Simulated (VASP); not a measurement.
# CdS (Hawleyite) in VASP: further runs

Runs on CdS (Hawleyite). Level: PBEsol. Tasks: single point.

Everything below comes from runs of VASP 6.6.1. Logs are shortened: lines on timing, memory, paths and dates and some standing lists are left out, and cuts for length are marked.

## 1. The cell of the first run

Symmetry: F-43m, No. 216, cubic system. Conventional cell: a = 5.833 Å, b = 5.833 Å, c = 5.833 Å, α = 90.00°, β = 90.00°, γ = 90.00°. Cd (site symmetry -43m) has 4 S at 2.53 Å within 3.3 Å. Within 3.3 Å of S (site symmetry -43m) lie 4 Cd at 2.53 Å.

## 2. Single point, PBEsol

The input, INCAR:

```
PREC = Accurate
ENCUT = 520
EDIFF = 1E-7
ISMEAR = -1
SIGMA = 0.05
LREAL = False
LASPH = True
NELM = 80
ALGO = Normal
ISIF = 2
LWAVE = False
LCHARG = False
GGA = PS
NBANDS = 16
```

The input, KPOINTS:

```
regular mesh
0
Gamma
  6 6 6
```

The input, POSCAR:

```
CdS
1.0
    0.0000000000      2.9165000000      2.9165000000
    2.9165000000      0.0000000000      2.9165000000
    2.9165000000      2.9165000000      0.0000000000
Cd S
1 1
Direct
    0.0000000000      0.0000000000      0.0000000000
    0.2500000000      0.2500000000      0.2500000000
```

Potentials or basis: VASP PAW PBE potentials, release 64 (Cd, S).

Launch:

```console
> cat potpaw_PBE.64/Cd/POTCAR potpaw_PBE.64/S/POTCAR > POTCAR
> mpirun -np 1 vasp_std > vasp.out
```

OUTCAR:

```text
PREC = Accurate
   ENCUT = 520
   EDIFF = 1E-7
   ISMEAR = -1
   LREAL = False
   LASPH = True
   NELM = 80
   ISIF = 2
   GGA = PS

 ion  position               nearest neighbor table
   1  0.000  0.000  0.000-   2 2.53   2 2.53   2 2.53   2 2.53
   2  0.250  0.250  0.250-   1 2.53   1 2.53   1 2.53   1 2.53

  LATTYP: Found a face centered cubic cell.
 ALAT       =     5.8330000000

  Lattice vectors:

 A1 = (   0.0000000000,   2.9165000000,   2.9165000000)
 A2 = (   2.9165000000,   0.0000000000,   2.9165000000)
 A3 = (   2.9165000000,   2.9165000000,   0.0000000000)

Analysis of symmetry for initial positions (statically):
=====================================================================
 Subroutine PRICEL returns:
 Original cell was already a primitive cell.

 Routine SETGRP: Setting up the symmetry group for a
 face centered cubic supercell.

 Subroutine GETGRP returns: Found 24 space group operations
 (whereof 24 operations were pure point group operations)
 out of a pool of 48 trial point group operations.

The static configuration has the point symmetry T_d .

Analysis of symmetry for dynamics (positions and initial velocities):
=====================================================================
 Subroutine PRICEL returns:
 Original cell was already a primitive cell.

 Routine SETGRP: Setting up the symmetry group for a
 face centered cubic supercell.

 Subroutine GETGRP returns: Found 24 space group operations
 (whereof 24 operations were pure point group operations)
 out of a pool of 48 trial point group operations.

The dynamic configuration has the point symmetry T_d .

 Subroutine INISYM returns: Found 24 space group operations
 (whereof 24 operations are pure point group operations),
 and found     1 'primitive' translations

----------------------------------------------------------------------------------------

                                     Primitive cell

  volume of cell :      49.6153

  direct lattice vectors                    reciprocal lattice vectors
     0.000000000  2.916500000  2.916500000    -0.171438368  0.171438368  0.171438368
     2.916500000  0.000000000  2.916500000     0.171438368 -0.171438368  0.171438368
     2.916500000  2.916500000  0.000000000     0.171438368  0.171438368 -0.171438368

  length of vectors
     4.124553855  4.124553855  4.124553855     0.296939964  0.296939964  0.296939964

  position of ions in fractional coordinates (direct lattice)
     0.000000000  0.000000000  0.000000000
     0.250000000  0.250000000  0.250000000

  ion indices of the primitive-cell ions
   primitive index   ion index
                 1           1
                 2           2

----------------------------------------------------------------------------------------

 KPOINTS: regular mesh

Automatic generation of k-mesh.
 Grid dimensions read from file:
 generate k-points for:    6    6    6

 Generating k-lattice:

  Cartesian coordinates                     Fractional coordinates (reciprocal lattice)
    -0.028573061  0.028573061  0.028573061     0.166666667  0.000000000  0.000000000
     0.028573061 -0.028573061  0.028573061     0.000000000  0.166666667  0.000000000
     0.028573061  0.028573061 -0.028573061     0.000000000  0.000000000  0.166666667

  Length of vectors
     0.049489994  0.049489994  0.049489994

  Shift w.r.t. Gamma in fractional coordinates (k-lattice)
     0.000000000  0.000000000  0.000000000

 Subroutine IBZKPT returns following result:
 ===========================================

 Found     16 irreducible k-points:

 Following reciprocal coordinates:
            Coordinates               Weight
  0.000000  0.000000  0.000000      1.000000
  0.166667  0.000000  0.000000      8.000000
  0.333333  0.000000  0.000000      8.000000
  0.500000  0.000000  0.000000      4.000000
  0.166667  0.166667  0.000000      6.000000
  0.333333  0.166667  0.000000     24.000000
[... 8 lines left out ...]
 -0.333333  0.333333  0.166667     24.000000
 -0.333333  0.500000  0.166667     12.000000
   k-points           NKPTS =     16   k-points in BZ     NKDIM =     16   number of bands    NBANDS=     16
   number of dos      NEDOS =    301   number of ions     NIONS =      2
   total plane-waves  NPLWV =  32768
   dimension x,y,z NGX =    32 NGY =   32 NGZ =   32
   dimension x,y,z NGXF=    64 NGYF=   64 NGZF=   64
   ions per type =               1   1
   NGX,Y,Z   is equivalent  to a cutoff of  12.90, 12.90, 12.90 a.u.
   NGXF,Y,Z  is equivalent  to a cutoff of  25.80, 25.80, 25.80 a.u.
 SYSTEM =  unknown system
   PREC   = accura    normal or accurate (medium, high low for compatibility)
   ISTART =      0    job   : 0-new  1-cont  2-samecut
   ICHARG =      2    charge: 1-file 2-atom 10-const
   ISPIN  =      1    spin polarized calculation?
   LNONCOLLINEAR =      F non collinear calculations
   LSORBIT =      F    spin-orbit coupling
   LASPH  =      T    aspherical Exc in radial PAW
   ENCUT  =  520.0 eV  38.22 Ry    6.18 a.u.   7.67  7.67  7.67*2*pi/ulx,y,z
   NELM   =     80;   NELMIN=  2; NELMDL= -5     # of ELM steps
   EDIFF  = 0.1E-06   stopping-criterion for ELM
   LREAL  =      F    real-space projection
   EDIFFG = 0.1E-05   stopping-criterion for IOM
   NSW    =      0    number of steps for IOM
   IBRION =     -1    ionic relax: 0-MD 1-quasi-New 2-CG
   NFREE  =      0    steps in history (QN), initial steepest desc. (CG)
   ISIF   =      2    stress and relaxation
   ISYM   =      2    0-nonsym 1-usesym 2-fastsym
   POTIM  = 0.5000    time-step for ionic-motion
   TEBEG  =    0.0;   TEEND  =   0.0 temperature during run
   PSTRESS=    0.0 pullay stress
   NELECT =      18.0000    total number of electrons
   NUPDOWN=      -1.0000    fix difference up-down
   EMIN   =  10.00;   EMAX   =-10.00  energy-range for DOS
   EFERMI =   0.00;   METHOD = LEGACY
   ISMEAR =    -1;   SIGMA  =   0.05  broadening in eV -4-tet -1-fermi 0-gaus
   EFERMI_NEDOS =   21; number of points for ismear=-14 and -15
   IALGO  =     38    algorithm
   IMIX   =      4    mixing-type and parameters
     AMIX     =   0.40;   BMIX     =  1.00
     AMIX_MAG =   1.60;   BMIX_MAG =  1.00
  volume/ion in A,a.u.               =      24.81       167.41
  Fermi-wavevector in a.u.,A,eV,Ry     =   1.167599  2.206442 18.548649  1.363287
  Thomas-Fermi vector in A             =   2.304097
   LORBIT       =      0    0 simple, 1 ext, 2 COOP (PROOUT), +10 PAW based schemes
   GGA     = PS    functional components
   LHFCALC =     F    Hartree Fock is set to
   AEXX    =    0.0000 exact exchange contribution
   IVDW    =     0    specifies the selected vdW correction
   LEPSILON=     F    determine dielectric tensor
   LRPA    =     F    only Hartree local field effects (RPA)
 non-spin polarized calculation
  energy-cutoff  :      520.00
  volume of cell :       49.62
 maximum number of plane-waves:      1363
 NGX is ok and might be reduce to    32
   NGX = 15   NGY = 15   NGZ = 15

 number of electron      18.0000004 magnetization

 Free energy of the ion-electron system (eV)
  ---------------------------------------------------
  ext. energy  EPLUGINS =         0.00000000
  ---------------------------------------------------
  free energy    TOTEN  =        -6.81095931 eV

  energy without entropy =       -6.81095852  energy(sigma->0) =       -6.81095892

 E-fermi :   1.7473     XC(G=0):  -9.3772

 val. band max:        1.2143442264   @ k =   0.0000   0.0000   0.0000
 cond. band min:       2.2212977017   @ k =   0.0000   0.0000   0.0000
 fundamental gap:      1.0069534753
 Fermi energy:         1.7473458620

 k-point     1 :       0.0000    0.0000    0.0000
  band No.  band energies     occupation
      1     -11.1700      2.00000
      2      -6.5168      2.00000
      3      -6.5168      2.00000
      4      -6.5168      2.00000
      5      -6.0289      2.00000
      6      -6.0289      2.00000
[... 8 lines left out ...]
     15      12.6591      0.00000
     16      12.6591      0.00000

 k-point     2 :       0.1667    0.0000    0.0000
  band No.  band energies     occupation
      1     -11.0608      2.00000
      2      -6.4786      2.00000
      3      -6.4786      2.00000
      4      -6.4192      2.00000
      5      -6.0298      2.00000
      6      -6.0298      2.00000
[... 8 lines left out ...]
     15      11.8281      0.00000
     16      12.8403      0.00000

 k-point     3 :       0.3333    0.0000    0.0000
  band No.  band energies     occupation
      1     -10.8409      2.00000
      2      -6.4163      2.00000
      3      -6.4163      2.00000
      4      -6.0478      2.00000
      5      -6.0123      2.00000
      6      -6.0123      2.00000
[... 8 lines left out ...]
     15      12.2482      0.00000
     16      12.2482      0.00000

 k-point     4 :       0.5000    0.0000    0.0000
  band No.  band energies     occupation
      1     -10.7314      2.00000
      2      -6.3950      2.00000
      3      -6.3950      2.00000
      4      -5.9908      2.00000
      5      -5.9908      2.00000
      6      -5.6478      2.00000
[... 8 lines left out ...]
     15      13.7186      0.00000
     16      13.7186      0.00000
[... 172 lines left out ...]
 k-point    14 :       0.5000    0.3333    0.1667
  band No.  band energies     occupation
      1     -10.7007      2.00000
      2      -6.3260      2.00000
      3      -6.3182      2.00000
      4      -6.1301      2.00000
      5      -5.9890      2.00000
      6      -5.7411      2.00000
[... 8 lines left out ...]
     15      14.1427      0.00000
     16      14.3981      0.00000

 k-point    15 :      -0.3333    0.3333    0.1667
  band No.  band energies     occupation
      1     -10.6313      2.00000
      2      -6.3227      2.00000
      3      -6.2782      2.00000
      4      -6.0720      2.00000
      5      -6.0110      2.00000
      6      -5.4682      2.00000
[... 8 lines left out ...]
     15      13.5845      0.00000
     16      14.5053      0.00000

 k-point    16 :      -0.3333    0.5000    0.1667
  band No.  band energies     occupation
      1     -10.5974      2.00000
      2      -6.2884      2.00000
      3      -6.2405      2.00000
      4      -6.1096      2.00000
      5      -5.9866      2.00000
      6      -5.4374      2.00000
[... 8 lines left out ...]
     15      14.3923      0.00000
     16      14.4182      0.00000

------------------------ aborting loop because EDIFF is reached ----------------------------------------

  FORCE on cell =-STRESS in cart. coord.  units (eV):
  Direction    XX          YY          ZZ          XY          YZ          ZX
  --------------------------------------------------------------------------------------
  -------------------------------------------------------------------------------------
  Total        0.0406792      0.0406792      0.0406792      0.0000000     -0.0000000      0.0000000
  in kB        1.3136131      1.3136131      1.3136131      0.0000000     -0.0000000      0.0000000
  external PRESSURE =       1.3136131 kB  Pullay stress =       0.0000000 kB

 VOLUME and BASIS-vectors are now :
 -----------------------------------------------------------------------------
  energy-cutoff  :      520.00
  volume of cell :       49.62
      direct lattice vectors                 reciprocal lattice vectors
     0.000000000  2.916500000  2.916500000    -0.171438368  0.171438368  0.171438368
     2.916500000  0.000000000  2.916500000     0.171438368 -0.171438368  0.171438368
     2.916500000  2.916500000  0.000000000     0.171438368  0.171438368 -0.171438368

 POSITION                                       TOTAL-FORCE (eV/Angst)
 -----------------------------------------------------------------------------------
      0.00000      0.00000      0.00000        -0.000000      0.000000      0.000000
      1.45825      1.45825      1.45825         0.000000     -0.000000     -0.000000
 -----------------------------------------------------------------------------------
    total drift:                               -0.000000     -0.000000     -0.000000

  FREE ENERGIE OF THE ION-ELECTRON SYSTEM (eV)
  ---------------------------------------------------
  free  energy   TOTEN  =        -6.8109593142 eV

  energy  without entropy=       -6.8109585186  energy(sigma->0) =       -6.81095892
```

It took 7 s on 1 thread of Intel Xeon 6975P-C (Granite Rapids), shared host; peak memory 0.17 GiB.

What came out:

* Free energy: -6.8110 eV
* Pressure: 0.1 GPa
* Band gap on the k mesh: 1.01 eV, direct

Caveat: the PAW data sets were made with another functional, which shifts forces and pressure a little.

(Part 1 of 2 ends here.)
